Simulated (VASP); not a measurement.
# ZrB5 (C2) in VASP: single point with PBE

Aim: the single point of ZrB5 with PBE.

Program: VASP 6.6.1. These are calculated values, not measurements. Logs are shortened: lines on timing, memory, paths and dates and some standing lists are left out, and cuts for length are marked.

## (1) The cell of the first run

It takes space group C2 (No. 5, monoclinic). Conventional cell: a = 7.775 Å, b = 4.490 Å, c = 4.957 Å, α = 90.00°, β = 121.21°, γ = 90.00°. Within 3.4 Å of Zr (site symmetry 2) lie 12 B at 2.59 to 2.60 Å. B (site symmetry 2) has 10 B at 2.58 to 2.62 Å and 2 Zr at 2.59 Å within 3.4 Å. B (site symmetry 1) has 10 B at 2.58 to 2.62 Å and 2 Zr at 2.59 to 2.60 Å within 3.4 Å. Within 3.4 Å of B (site symmetry 1) lie 9 B at 2.59 to 2.61 Å and 3 Zr at 2.59 Å.

## (2) Single point, PBE

File INCAR:

```
SYSTEM = ZrB5
  PREC = Accurate
  ENCUT = 520
  EDIFF = 1E-7
  ISMEAR = 0
  SIGMA = 0.1
  LREAL = .FALSE.
  LASPH = .TRUE.
  NELM = 100
  ALGO = Normal
  ISIF = 2
  LWAVE = .FALSE.
  LCHARG = .FALSE.
  GGA = PE
  NBANDS = 22
```

File KPOINTS:

```
Automatic mesh
0
G
  6 6 4
  0 0 0
```

File POSCAR:

```
ZrB5
1.0
    3.8875272100     -2.2451587200      0.0000000000
    3.8875272100      2.2451587200      0.0000000000
   -2.5689284700      0.0000000000      4.2397830100
Zr B
1 5
Direct
    0.1666855400      0.8333144600      0.5000000000
    0.0031722200      0.9968277800      0.0000000000
    0.3300977100      0.3331351700      0.9997445900
    0.6668648300      0.6699022900      0.0002554100
    0.5003882600      0.1672045300      0.5011808900
    0.8327954700      0.4996117400      0.4988191100
```

Potentials or basis: VASP PAW PBE potentials, release 64 (Zr_sv, B).

On the command line:

```bash
$ cat potpaw_PBE.64/Zr_sv/POTCAR potpaw_PBE.64/B/POTCAR > POTCAR
$ mpirun -np 1 vasp_std > vasp.out
```

OUTCAR:

```text
SYSTEM = ZrB5
   PREC = Accurate
   ENCUT = 520
   EDIFF = 1E-7
   ISMEAR = 0
   LREAL = .FALSE.
   LASPH = .TRUE.
   NELM = 100
   ISIF = 2
   GGA = PE

 ion  position               nearest neighbor table
   1  0.167  0.833  0.500-   2 2.59   2 2.59   6 2.59   5 2.59   4 2.59   3 2.59   6 2.59   5 2.59
                             6 2.59   5 2.59   3 2.60   4 2.60
   2  0.003  0.997  0.000-   1 2.59   1 2.59
   3  0.330  0.333  1.000-   1 2.59   1 2.60
   4  0.667  0.670  0.000-   1 2.59   1 2.60
   5  0.500  0.167  0.501-   1 2.59   1 2.59   1 2.59
   6  0.833  0.500  0.499-   1 2.59   1 2.59   1 2.59

  LATTYP: Found a base centered monoclinic cell.
 ALAT       =     7.7750544200
 B/A-ratio  =     0.5775287474
 C/A-ratio  =     0.6375946756
 COS(beta)  =    -0.5182077367

  Lattice vectors:

 A1 = (   3.8875272100,  -2.2451587200,   0.0000000000)
 A2 = (   3.8875272100,   2.2451587200,   0.0000000000)
 A3 = (  -2.5689284700,   0.0000000000,   4.2397830100)

Analysis of symmetry for initial positions (statically):
=====================================================================
 Subroutine PRICEL returns:
 Original cell was already a primitive cell.

 Routine SETGRP: Setting up the symmetry group for a
 base centered monoclinic supercell.

 Subroutine GETGRP returns: Found  2 space group operations
 (whereof  2 operations were pure point group operations)
 out of a pool of  4 trial point group operations.

The static configuration has the point symmetry C_2 .

Analysis of symmetry for dynamics (positions and initial velocities):
=====================================================================
 Subroutine PRICEL returns:
 Original cell was already a primitive cell.

 Routine SETGRP: Setting up the symmetry group for a
 base centered monoclinic supercell.

 Subroutine GETGRP returns: Found  2 space group operations
 (whereof  2 operations were pure point group operations)
 out of a pool of  4 trial point group operations.

The dynamic configuration has the point symmetry C_2 .

 Subroutine INISYM returns: Found  2 space group operations
 (whereof  2 operations are pure point group operations),
 and found     1 'primitive' translations

----------------------------------------------------------------------------------------

                                     Primitive cell

  volume of cell :      74.0106

  direct lattice vectors                    reciprocal lattice vectors
     3.887527210 -2.245158720  0.000000000     0.128616463 -0.222701404  0.077930048
     3.887527210  2.245158720  0.000000000     0.128616463  0.222701404  0.077930048
    -2.568928470  0.000000000  4.239783010     0.000000000  0.000000000  0.235861127

  length of vectors
     4.489276722  4.489276722  4.957333301     0.268721422  0.268721422  0.235861127

  position of ions in fractional coordinates (direct lattice)
     0.166685540  0.833314460  0.500000000
     0.003172220  0.996827780  0.000000000
     0.330097710  0.333135170  0.999744590
     0.666864830  0.669902290  0.000255410
     0.500388260  0.167204530  0.501180890
     0.832795470  0.499611740  0.498819110

  ion indices of the primitive-cell ions
   primitive index   ion index
                 1           1
                 2           2
                 3           3
                 4           4
                 5           5
                 6           6

----------------------------------------------------------------------------------------

 KPOINTS: Automatic mesh

Automatic generation of k-mesh.
 Grid dimensions read from file:
 generate k-points for:    6    6    4

 Generating k-lattice:

  Cartesian coordinates                     Fractional coordinates (reciprocal lattice)
     0.021436077 -0.037116901  0.012988341     0.166666667  0.000000000  0.000000000
     0.021436077  0.037116901  0.012988341     0.000000000  0.166666667  0.000000000
     0.000000000  0.000000000  0.058965282     0.000000000  0.000000000  0.250000000

  Length of vectors
     0.044786904  0.044786904  0.058965282

  Shift w.r.t. Gamma in fractional coordinates (k-lattice)
     0.000000000  0.000000000  0.000000000

 Subroutine IBZKPT returns following result:
 ===========================================

 Found     47 irreducible k-points:

 Following reciprocal coordinates:
            Coordinates               Weight
  0.000000  0.000000  0.000000      1.000000
  0.166667  0.000000  0.000000      4.000000
  0.333333  0.000000  0.000000      4.000000
  0.500000  0.000000  0.000000      2.000000
  0.166667  0.166667  0.000000      2.000000
  0.333333  0.166667  0.000000      4.000000
[... 16 lines left out ...]
 -0.333333  0.166667  0.250000      4.000000
 -0.166667  0.166667  0.250000      4.000000
 [... further k-points ...]
   k-points           NKPTS =     47   k-points in BZ     NKDIM =     47   number of bands    NBANDS=     22
   number of dos      NEDOS =    301   number of ions     NIONS =      6
   total plane-waves  NPLWV =  51840
   dimension x,y,z NGX =    36 NGY =   36 NGZ =   40
   dimension x,y,z NGXF=    72 NGYF=   72 NGZF=   80
   ions per type =               1   5
   NGX,Y,Z   is equivalent  to a cutoff of  13.33, 13.33, 13.41 a.u.
   NGXF,Y,Z  is equivalent  to a cutoff of  26.66, 26.66, 26.83 a.u.
 SYSTEM =  ZrB5
   PREC   = accura    normal or accurate (medium, high low for compatibility)
   ISTART =      0    job   : 0-new  1-cont  2-samecut
   ICHARG =      2    charge: 1-file 2-atom 10-const
   ISPIN  =      1    spin polarized calculation?
   LNONCOLLINEAR =      F non collinear calculations
   LSORBIT =      F    spin-orbit coupling
   LASPH  =      T    aspherical Exc in radial PAW
   ENCUT  =  520.0 eV  38.22 Ry    6.18 a.u.   8.35  8.35  9.22*2*pi/ulx,y,z
   NELM   =    100;   NELMIN=  2; NELMDL= -5     # of ELM steps
   EDIFF  = 0.1E-06   stopping-criterion for ELM
   LREAL  =      F    real-space projection
   EDIFFG = 0.1E-05   stopping-criterion for IOM
   NSW    =      0    number of steps for IOM
   IBRION =     -1    ionic relax: 0-MD 1-quasi-New 2-CG
   NFREE  =      0    steps in history (QN), initial steepest desc. (CG)
   ISIF   =      2    stress and relaxation
   ISYM   =      2    0-nonsym 1-usesym 2-fastsym
   POTIM  = 0.5000    time-step for ionic-motion
   TEBEG  =    0.0;   TEEND  =   0.0 temperature during run
   PSTRESS=    0.0 pullay stress
   NELECT =      27.0000    total number of electrons
   NUPDOWN=      -1.0000    fix difference up-down
   EMIN   =  10.00;   EMAX   =-10.00  energy-range for DOS
   EFERMI =   0.00;   METHOD = LEGACY
   ISMEAR =     0;   SIGMA  =   0.10  broadening in eV -4-tet -1-fermi 0-gaus
   EFERMI_NEDOS =   21; number of points for ismear=-14 and -15
   IALGO  =     38    algorithm
   IMIX   =      4    mixing-type and parameters
     AMIX     =   0.40;   BMIX     =  1.00
     AMIX_MAG =   1.60;   BMIX_MAG =  1.00
  volume/ion in A,a.u.               =      12.34        83.24
  Fermi-wavevector in a.u.,A,eV,Ry     =   1.169763  2.210532 18.617485  1.368347
  Thomas-Fermi vector in A             =   2.306232
   LORBIT       =      0    0 simple, 1 ext, 2 COOP (PROOUT), +10 PAW based schemes
   GGA     = PE    functional components
   LHFCALC =     F    Hartree Fock is set to
   AEXX    =    0.0000 exact exchange contribution
   IVDW    =     0    specifies the selected vdW correction
   LEPSILON=     F    determine dielectric tensor
   LRPA    =     F    only Hartree local field effects (RPA)
 non-spin polarized calculation
 Gauss-broadening in eV      SIGMA  =   0.10
  energy-cutoff  :      520.00
  volume of cell :       74.01
 maximum number of plane-waves:      2009
 NGX is ok and might be reduce to    36
   NGX = 17   NGY = 17   NGZ = 19

 number of electron      27.0000000 magnetization

 Free energy of the ion-electron system (eV)
  ---------------------------------------------------
  ext. energy  EPLUGINS =         0.00000000
  ---------------------------------------------------
  free energy    TOTEN  =       -32.19573113 eV

  energy without entropy =      -32.17348392  energy(sigma->0) =      -32.18460752

 E-fermi :   5.3143     XC(G=0): -10.8986

 val. band max:        5.3014001181   @ k =  -0.1667   0.1667   0.2500
 cond. band min:       5.3540143138   @ k =   0.5000   0.0000   0.2500
 fundamental gap:      0.0526141957
 Fermi energy:         5.3143412695

 k-point     1 :       0.0000    0.0000    0.0000
  band No.  band energies     occupation
      1     -42.6869      2.00000
      2     -20.7955      2.00000
      3     -20.7898      2.00000
      4     -20.7889      2.00000
      5      -5.6945      2.00000
      6      -0.0337      2.00000
[... 14 lines left out ...]
     21      10.1064      0.00000
     22      11.7613      0.00000

 k-point     2 :       0.1667    0.0000    0.0000
  band No.  band energies     occupation
      1     -42.6866      2.00000
      2     -20.8024      2.00000
      3     -20.7955      2.00000
      4     -20.7905      2.00000
      5      -5.4079      2.00000
      6      -0.2629      2.00000
[... 14 lines left out ...]
     21      10.2245      0.00000
     22      11.2013      0.00000

 k-point     3 :       0.3333    0.0000    0.0000
  band No.  band energies     occupation
      1     -42.6860      2.00000
      2     -20.8242      2.00000
      3     -20.8004      2.00000
      4     -20.7916      2.00000
      5      -4.5871      2.00000
      6      -1.7842      2.00000
[... 14 lines left out ...]
     21      10.3379      0.00000
     22      10.7004      0.00000

 k-point     4 :       0.5000    0.0000    0.0000
  band No.  band energies     occupation
      1     -42.6856      2.00000
      2     -20.8353      2.00000
      3     -20.8031      2.00000
      4     -20.7919      2.00000
      5      -3.3819      2.00000
      6      -3.2846      2.00000
[... 14 lines left out ...]
     21      10.4431      0.00000
     22      10.5799      0.00000

 k-point     5 :       0.1667    0.1667    0.0000
  band No.  band energies     occupation
      1     -42.6866      2.00000
      2     -20.8041      2.00000
      3     -20.7932      2.00000
      4     -20.7926      2.00000
      5      -5.3363      2.00000
      6      -0.5097      2.00000
[... 14 lines left out ...]
     21      10.3204      0.00000
     22      10.9152      0.00000

 k-point     6 :       0.3333    0.1667    0.0000
  band No.  band energies     occupation
      1     -42.6861      2.00000
      2     -20.8179      2.00000
      3     -20.8001      2.00000
      4     -20.7938      2.00000
      5      -4.7184      2.00000
      6      -1.1485      2.00000
[... 14 lines left out ...]
     21      10.1226      0.00000
     22      10.3352      0.00000

 k-point     7 :       0.5000    0.1667    0.0000
  band No.  band energies     occupation
      1     -42.6856      2.00000
      2     -20.8303      2.00000
      3     -20.8082      2.00000
      4     -20.7932      2.00000
      5      -3.6384      2.00000
      6      -2.5911      2.00000
[... 324 lines left out ...]
      6      -2.5431      2.00000
[... 14 lines left out ...]
     21       9.1047      0.00000
     22      10.7285      0.00000

 k-point    21 :       0.3333    0.1667    0.2500
  band No.  band energies     occupation
      1     -42.6860      2.00000
      2     -20.8181      2.00000
      3     -20.8036      2.00000
      4     -20.7991      2.00000
      5      -3.7247      2.00000
      6      -2.5206      2.00000
[... 14 lines left out ...]
     21       9.6436      0.00000
     22      10.3921      0.00000

 k-point    22 :       0.5000    0.1667    0.2500
  band No.  band energies     occupation
      1     -42.6856      2.00000
      2     -20.8287      2.00000
      3     -20.8104      2.00000
      4     -20.7971      2.00000
      5      -2.7664      2.00000
      6      -2.5018      2.00000
[... 14 lines left out ...]
     21      10.1456      0.00000
     22      10.4983      0.00000

 k-point    23 :      -0.3333    0.1667    0.2500
  band No.  band energies     occupation
      1     -42.6856      2.00000
      2     -20.8279      2.00000
      3     -20.8106      2.00000
      4     -20.7949      2.00000
      5      -3.7106      2.00000
      6      -1.6193      2.00000
[... 14 lines left out ...]
     21       9.6898      0.00000
     22      10.7321      0.00000

 k-point    24 :      -0.1667    0.1667    0.2500
  band No.  band energies     occupation
      1     -42.6861      2.00000
      2     -20.8160      2.00000
      3     -20.8031      2.00000
      4     -20.7961      2.00000
      5      -4.4622      2.00000
      6      -1.4714      2.00000
[... 14 lines left out ...]
     21       9.6997      0.00000
     22      10.3656      0.00000

 [... further k-points ...]
[... 5 lines left out ...]
  --------------------------------------------------------------------------------------
  -------------------------------------------------------------------------------------
  Total       -9.1276124     -9.1824492    -15.3353576      0.0000000      0.0000000      0.0829641
  in kB     -197.5939559   -198.7810594   -331.9788168      0.0000000      0.0000000      1.7960018
  external PRESSURE =    -242.7846107 kB  Pullay stress =       0.0000000 kB

 VOLUME and BASIS-vectors are now :
 -----------------------------------------------------------------------------
  energy-cutoff  :      520.00
  volume of cell :       74.01
      direct lattice vectors                 reciprocal lattice vectors
     3.887527210 -2.245158720  0.000000000     0.128616463 -0.222701404  0.077930048
     3.887527210  2.245158720  0.000000000     0.128616463  0.222701404  0.077930048
    -2.568928470  0.000000000  4.239783010     0.000000000  0.000000000  0.235861127

 POSITION                                       TOTAL-FORCE (eV/Angst)
 -----------------------------------------------------------------------------------
      2.60306      1.49669      2.11989         0.000000      0.015192      0.000000
      3.88753      2.23091      0.00000        -0.000000      0.239545      0.000000
      0.01006      0.00682      4.23870         0.207163     -0.140440     -0.042590
      5.19606      0.00682      0.00108        -0.207163     -0.140440      0.042590
      1.30779     -0.74805      2.12490         0.014679      0.013071      0.730299
      3.89834     -0.74805      2.11488        -0.014679      0.013071     -0.730299
 -----------------------------------------------------------------------------------
    total drift:                                0.000000     -0.000004     -0.000000

  FREE ENERGIE OF THE ION-ELECTRON SYSTEM (eV)
  ---------------------------------------------------
  free  energy   TOTEN  =       -32.1957311264 eV

  energy  without entropy=      -32.1734839183  energy(sigma->0) =      -32.18460752
```

Run time: 44 s. Hardware: 1 thread of Intel Xeon 6975P-C (Granite Rapids), shared host; peak memory 0.25 GiB.

What came out:

```yaml
Free_energy: -32.1957 eV
Pressure: -24.3 GPa
Largest_force: 0.731 eV/Å
```

Forces on the atoms (eV/Å):
```
Zr   0.000  0.015  0.000
B    0.000  0.240  0.000
B    0.207 -0.140 -0.043
B   -0.207 -0.140  0.043
B    0.015  0.013  0.730
B   -0.015  0.013 -0.730
```

Stress tensor (GPa, compression positive):
```
-19.76   0.00   0.18
  0.00 -19.88   0.00
  0.18   0.00 -33.20
```

Caveat: the k points lie up to 0.37 Å⁻¹ apart.
